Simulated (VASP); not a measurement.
# TiC (Fm-3m) in VASP: notebook, part 2 of 2

VASP 6.6.1. The steps go on from the part before.

### 4 Single point, r2SCAN

This run uses another cell than the first one, of 10.13 Å³/atom, 0.943 times its volume.

POSCAR reads:

```
TiC
1.0
    0.0000000000      2.1639061989      2.1639061989
    2.1639061989      0.0000000000      2.1639061989
    2.1639061989      2.1639061989      0.0000000000
Ti C
1 1
Direct
    0.0000000000      0.0000000000      0.0000000000
    0.5000000000      0.5000000000      0.5000000000
```

INCAR.step1 reads:

```
SYSTEM = TiC
  PREC = Accurate
  ENCUT = 910
  ISMEAR = 0
  SIGMA = 0.1
  LREAL = .False.
  LASPH = .True.
  NELM = 120
  NBANDS = 15
  GGA = PE
  ALGO = Normal
  EDIFF = 1E-5
  LWAVE = .True.
  LCHARG = .False.
  GGA_COMPAT = .False.
```

INCAR.step2 reads:

```
SYSTEM = TiC
  PREC = Accurate
  ENCUT = 910
  EDIFF = 1E-6
  ISMEAR = 0
  SIGMA = 0.1
  LREAL = .False.
  LASPH = .True.
  NELM = 120
  ALGO = Normal
  ISIF = 2
  LWAVE = .False.
  LCHARG = .True.
  METAGGA = R2SCAN
  LMIXTAU = .True.
  LELF = .True.
  LVHAR = .True.
  NBANDS = 15
  ISTART = 1
  GGA_COMPAT = .False.
```

KPOINTS reads:

```
regular mesh
0
Gamma
  16 16 16
  0 0 0
```

Potentials or basis: VASP PAW PBE potentials, release 64 (Ti_sv, C_h).

Started as:

```console
> cat potpaw_PBE.64/Ti_sv/POTCAR potpaw_PBE.64/C_h/POTCAR > POTCAR
> cp INCAR.step1 INCAR
> mpirun -np 1 vasp_std > vasp.out
> cp INCAR.step2 INCAR
> mpirun -np 1 vasp_std > vasp.out
```

OUTCAR:

```text
SYSTEM = TiC
   PREC = Accurate
   ENCUT = 910
   EDIFF = 1E-6
   ISMEAR = 0
   LREAL = .False.
   LASPH = .True.
   NELM = 120
   ISIF = 2
   METAGGA = R2SCAN
   ISTART = 1

 ion  position               nearest neighbor table
   1  0.000  0.000  0.000-   2 2.16   2 2.16   2 2.16   2 2.16   2 2.16   2 2.16
   2  0.500  0.500  0.500-   1 2.16   1 2.16   1 2.16   1 2.16   1 2.16   1 2.16

  LATTYP: Found a face centered cubic cell.
 ALAT       =     4.3278123978

  Lattice vectors:

 A1 = (   0.0000000000,   2.1639061989,   2.1639061989)
 A2 = (   2.1639061989,   0.0000000000,   2.1639061989)
 A3 = (   2.1639061989,   2.1639061989,   0.0000000000)

Analysis of symmetry for initial positions (statically):
=====================================================================
 Subroutine PRICEL returns:
 Original cell was already a primitive cell.

 Routine SETGRP: Setting up the symmetry group for a
 face centered cubic supercell.

 Subroutine GETGRP returns: Found 48 space group operations
 (whereof 48 operations were pure point group operations)
 out of a pool of 48 trial point group operations.

The static configuration has the point symmetry O_h .

Analysis of symmetry for dynamics (positions and initial velocities):
=====================================================================
 Subroutine PRICEL returns:
 Original cell was already a primitive cell.

 Routine SETGRP: Setting up the symmetry group for a
 face centered cubic supercell.

 Subroutine GETGRP returns: Found 48 space group operations
 (whereof 48 operations were pure point group operations)
 out of a pool of 48 trial point group operations.

The dynamic configuration has the point symmetry O_h .

 Subroutine INISYM returns: Found 48 space group operations
 (whereof 48 operations are pure point group operations),
 and found     1 'primitive' translations

----------------------------------------------------------------------------------------
[... 116 lines left out ...]
  Thomas-Fermi vector in A             =   2.622932
   LORBIT       =      0    0 simple, 1 ext, 2 COOP (PROOUT), +10 PAW based schemes
   METAGGA = R2SCAN    functional components
   LHFCALC =     F    Hartree Fock is set to
   AEXX    =    0.0000 exact exchange contribution
   IVDW    =     0    specifies the selected vdW correction
   LEPSILON=     F    determine dielectric tensor
   LRPA    =     F    only Hartree local field effects (RPA)
 non-spin polarized calculation
 Gauss-broadening in eV      SIGMA  =   0.10
  energy-cutoff  :      910.00
  volume of cell :       20.26
 maximum number of plane-waves:      1295
   NGX = 15   NGY = 15   NGZ = 15

 number of electron      15.9999999 magnetization

 Free energy of the ion-electron system (eV)
  ---------------------------------------------------
  ext. energy  EPLUGINS =         0.00000000
  ---------------------------------------------------
  free energy    TOTEN  =       -24.87888124 eV

  energy without entropy =      -24.87687138  energy(sigma->0) =      -24.87787631

 E-fermi :   9.8540     XC(G=0): -13.6065

 val. band max:        9.8424402425   @ k =   0.4375   0.3750   0.0000
 cond. band min:       9.8625826193   @ k =   0.1875   0.1875   0.0000
 fundamental gap:      0.0201423768
 Fermi energy:         9.8539690356

 k-point     1 :       0.0000    0.0000    0.0000
  band No.  band energies     occupation
      1     -49.1124      2.00000
      2     -24.0901      2.00000
      3     -24.0901      2.00000
      4     -24.0901      2.00000
      5      -3.3580      2.00000
      6      10.7237      0.00000
      7      10.7237      0.00000
      8      10.7237      0.00000
      9      11.5269      0.00000
     10      11.5269      0.00000
     11      11.5269      0.00000
     12      11.5804      0.00000
     13      11.5804      0.00000
     14      21.0910      0.00000
[... 401 lines left out ...]
      2     -24.1388      2.00000
      3     -24.1035      2.00000
      4     -24.0910      2.00000
      5      -3.1184      2.00000
      6       9.6103      1.99943
      7       9.7257      1.93024
      8       9.8974      0.53951
      9      10.8392      0.00000
     10      11.3376      0.00000
     11      12.2215      0.00000
     12      12.7763      0.00000
     13      13.6616      0.00000
     14      21.5273      0.00000
     15      24.7262      0.00000

 [... further k-points ...]
[... 5 lines left out ...]
  --------------------------------------------------------------------------------------
  -------------------------------------------------------------------------------------
  Total        0.1050246      0.1050246      0.1050246      0.0000000      0.0000000     -0.0000000
  in kB        8.3034033      8.3034033      8.3034033      0.0000000      0.0000000     -0.0000000
  external PRESSURE =       8.3034033 kB  Pullay stress =       0.0000000 kB

 VOLUME and BASIS-vectors are now :
 -----------------------------------------------------------------------------
  energy-cutoff  :      910.00
  volume of cell :       20.26
      direct lattice vectors                 reciprocal lattice vectors
     0.000000000  2.163906199  2.163906199    -0.231063620  0.231063620  0.231063620
     2.163906199  0.000000000  2.163906199     0.231063620 -0.231063620  0.231063620
     2.163906199  2.163906199  0.000000000     0.231063620  0.231063620 -0.231063620

 POSITION                                       TOTAL-FORCE (eV/Angst)
 -----------------------------------------------------------------------------------
      0.00000      0.00000      0.00000        -0.000000     -0.000000     -0.000000
      2.16391      2.16391      2.16391         0.000000      0.000000      0.000000
 -----------------------------------------------------------------------------------
    total drift:                               -0.000000      0.000000      0.000000

  FREE ENERGIE OF THE ION-ELECTRON SYSTEM (eV)
  ---------------------------------------------------
  free  energy   TOTEN  =       -24.8788812387 eV

  energy  without entropy=      -24.8768713765  energy(sigma->0) =      -24.87787631
```

Run time: 2.8 min. Hardware: 1 thread of Intel Xeon 6975P-C (Granite Rapids), shared host; peak memory 0.25 GiB.

What came out:

| Quantity | Value |
| --- | --- |
| Free energy | -24.8789 eV |
| Pressure | 0.8 GPa |
| Band gap on the k mesh | zero (band 8 reaches 10.72 eV, above the bottom of band 9 at 9.41 eV) |

Levels at points of the mesh, in eV from the Fermi level:
```csv
k point,band 4,band 5,band 6,band 7,band 8,band 9,band 10,band 11,band 12,band 13
"(0.00, 0.00, 0.00)",-33.94,-13.21,0.87,0.87,0.87,1.67,1.67,1.67,1.73,1.73
"(0.50, 0.00, 0.00)",-33.99,-9.70,-6.09,-3.13,-3.13,3.16,3.16,4.40,8.54,8.54
"(0.50, 0.50, 0.00)",-34.12,-10.94,-3.68,-1.52,-0.14,-0.14,2.75,3.79,3.79,5.98
```

Caveat: the cutoff is under 1.25 times the usual one of these potentials, so pressure, stress and relaxed cells hold a basis-set (Pulay) error; the PAW data sets were made with another functional, which shifts forces and pressure a little.

### 5 Single point, r2SCAN

This run uses another cell than the first one, of 10.07 Å³/atom, 0.937 times its volume.

POSCAR reads:

```
TiC
1.0
    0.0000000000      2.1593000000      2.1593000000
    2.1593000000      0.0000000000      2.1593000000
    2.1593000000      2.1593000000      0.0000000000
Ti C
1 1
Direct
    0.0000000000      0.0000000000      0.0000000000
    0.5000000000      0.5000000000      0.5000000000
```

INCAR.step1 reads:

```
ALGO = Normal
EDIFF = 1E-5
ENCUT = 910
GGA = PE
GGA_COMPAT = F
ISMEAR = 0
LASPH = T
LCHARG = F
LREAL = F
LWAVE = T
NBANDS = 15
NELM = 120
PREC = Accurate
SIGMA = 0.1
```

INCAR.step2 reads:

```
ALGO = Normal
EDIFF = 1E-6
ENCUT = 910
GGA_COMPAT = F
ISIF = 2
ISMEAR = 0
ISTART = 1
LASPH = T
LCHARG = F
LMIXTAU = T
LREAL = F
LWAVE = F
METAGGA = R2SCAN
NBANDS = 15
NELM = 120
PREC = Accurate
SIGMA = 0.1
```

KPOINTS reads:

```
k-points
0
Gamma
  16 16 16
```

Started as:

```console
> cat potpaw_PBE.64/Ti_sv/POTCAR potpaw_PBE.64/C_h/POTCAR > POTCAR
> cp INCAR.step1 INCAR
> mpirun -np 1 vasp_std > vasp.out
> cp INCAR.step2 INCAR
> mpirun -np 1 vasp_std > vasp.out
```

It took 3 min on 1 thread of Intel Xeon 6975P-C (Granite Rapids), shared host; peak memory 0.25 GiB.

The run converged. Its results:

```yaml
Free_energy: -24.8774 eV
Pressure: 2.5 GPa
Band_gap_on_the_k_mesh: zero (band 8 reaches 10.80 eV, above the bottom of band 9 at 9.48 eV)
```

Levels at points of the mesh, in eV from the Fermi level:
```
           k point  band 5  band 6  band 7  band 8  band 9  band 10  band 11  band 12
(0.00, 0.00, 0.00)  -13.24    0.87    0.87    0.87    1.68     1.68     1.68     1.74
(0.50, 0.00, 0.00)   -9.69   -6.12   -3.15   -3.15    3.18     3.18     4.44     8.61
(0.50, 0.50, 0.00)  -10.97   -3.69   -1.54   -0.13   -0.13     2.77     3.82     3.82
```

Caveat: the cutoff is under 1.25 times the usual one of these potentials, so pressure, stress and relaxed cells hold a basis-set (Pulay) error; the PAW data sets were made with another functional, which shifts forces and pressure a little.

### 6 Summary

```tsv
potentials or basis	cell	cutoff (eV)	second run	gap on the mesh (eV)	pressure (GPa)
VASP PAW PBE potentials, release 64 (Ti_sv, C)	a = 3.120 Å, angles 60.0°, 2 atoms	520	-	none	-12.8
VASP PAW PBE potentials, release 64 (Ti_sv, C)	a = 3.159 Å, angles 60.0°, 2 atoms	520	-	none	-19.9
VASP PAW PBE potentials, release 64 (Ti_sv, C_h)	a = 3.060 Å, angles 60.0°, 2 atoms	910	hard_potentials	none	0.8
VASP PAW PBE potentials, release 64 (Ti_sv, C_h)	a = 3.054 Å, angles 60.0°, 2 atoms	910	hard_potentials	none	2.5
```

Alike in all rows: task single point; level r2SCAN; no spin polarisation; k mesh 16 × 16 × 16; smearing gaussian 0.1 eV.

Caveats: the PAW data sets were made with another functional, which shifts forces and pressure a little; the cutoff is under 1.25 times the usual one of these potentials, so pressure, stress and relaxed cells hold a basis-set (Pulay) error (some runs).

Total energies depend on the potentials used, so only differences within one code and one set of settings carry meaning.
